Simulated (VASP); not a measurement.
Set up this calculation in VASP 6.6.1, as the native input.

```yaml
Task: single point
Functional: PBE
Potentials_or_basis: VASP PAW PBE potentials, release 64 (As, Au, O)
Cutoff: 520 eV
k_mesh: 3 × 3 × 3, shifted
Occupations: gaussian, width 0.0419 eV
Spin: no spin polarisation
Dipole_correction: no
Further_INCAR_settings: ALGO = Normal; EDIFF = 1e-07; NBANDS = 36
```

The structure of As6AuO2 lies in POSCAR:

```
As6AuO2
1.0
    5.8743250000      0.0000000000      0.0000000000
   -1.2347440000      5.7733400000      0.0000000000
   -0.0718260000     -1.2119250000      5.8309000000
As Au O
6 1 2
Direct
    0.0836000000      0.7671000000      0.6794000000
    0.9164000000      0.2329000000      0.3206000000
    0.3057000000      0.9531000000      0.2026000000
    0.6943000000      0.0469000000      0.7974000000
    0.2282000000      0.3219000000      0.9101000000
    0.7718000000      0.6781000000      0.0899000000
    0.0000000000      0.0000000000      0.0000000000
    0.5392000000      0.4276000000      0.5536000000
    0.4608000000      0.5724000000      0.4464000000
```

The input as run:

INCAR

```
SYSTEM = As6AuO2
PREC = Accurate
ENCUT = 520
EDIFF = 1E-7
ISMEAR = 0
SIGMA = 0.0419
LREAL = .False.
LASPH = .True.
NELM = 60
ALGO = Normal
ISIF = 2
LWAVE = .False.
LCHARG = .False.
GGA = PE
NBANDS = 36
```

KPOINTS

```
Automatic mesh
0
Gamma
  3 3 3
  0.5 0.5 0.5
```

Potentials or basis: VASP PAW PBE potentials, release 64 (As, Au, O).

Launch:

```console
$ cat potpaw_PBE.64/As/POTCAR potpaw_PBE.64/Au/POTCAR potpaw_PBE.64/O/POTCAR > POTCAR
$ mpirun -np 1 vasp_std > vasp.out
```

It gave:

```yaml
Pressure: 13.1 GPa
Largest_force: 5.600 eV/Å
```

Caveat: the k points lie up to 0.37 Å⁻¹ apart; an odd number of electrons without spin polarisation forces a metal; a magnetic or distorted state may lie lower.

It took 2.4 min on 1 thread of AMD EPYC 7R43 64-Core Processor (Zen 3), on a shared host, peak memory 0.33 GiB.
